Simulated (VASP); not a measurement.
A run of VASP 6.6.1:

Contents of INCAR:

```
PREC = Accurate
ENCUT = 520
EDIFF = 1E-7
ISMEAR = -1
SIGMA = 0.24
LREAL = Auto
LASPH = True
NELM = 80
ALGO = Normal
ISIF = 2
LWAVE = False
LCHARG = False
GGA = PS
NBANDS = 86
```

KPOINTS

```
Automatic mesh
0
Gamma
  3 3 3
```

File POSCAR:

```
WC
1.0
   -2.9530380000     -5.1148120000      0.0000000000
    4.4295570000     -2.5574060000      0.0000000000
    0.0000000000      0.0000000000      5.7734360000
W C
8 8
Direct
    0.7640185487      0.5583347967      0.0134928317
    0.7660160815      0.5293925775      0.5202447901
    0.5074294516      0.0622090320      0.0186197613
    0.5151391667      0.0523812053      0.4900028337
    0.2745032751      0.5603988395      0.0100806521
    0.2628797548      0.5405944444      0.5282989194
    0.0191420449      0.0383169662      0.0202305871
    0.0061272005      0.0541801033      0.5010361248
    0.5032657065      0.7177157344      0.2509424197
    0.5225208937      0.7223349998      0.7578329438
    0.2482316340      0.2322438673      0.2460926214
    0.2869018507      0.2386992802      0.7471460669
    0.0215517545      0.6949099312      0.2508384955
    0.0200287546      0.7233332077      0.7450849026
    0.7626765352      0.1907217336      0.2535405260
    0.7851861008      0.2413072893      0.7554773275
```

Potentials or basis: VASP PAW PBE potentials, release 64 (W_sv, C).

Launch:

```console
$ cat potpaw_PBE.64/W_sv/POTCAR potpaw_PBE.64/C/POTCAR > POTCAR
$ mpirun -np 1 vasp_std > vasp.out
```

Hardware: 1 thread of Intel(R) Xeon(R) Platinum 8259CL CPU @ 2.50GHz (Skylake/Cascade Lake), on a shared host.

Q: Estimate the wall time of this run.

A: Wall time 7.9 min on 1 thread of Intel(R) Xeon(R) Platinum 8259CL CPU @ 2.50GHz (Skylake/Cascade Lake), on a shared host, peak memory 0.36 GiB. Counts: scf iterations 18, k points 14.
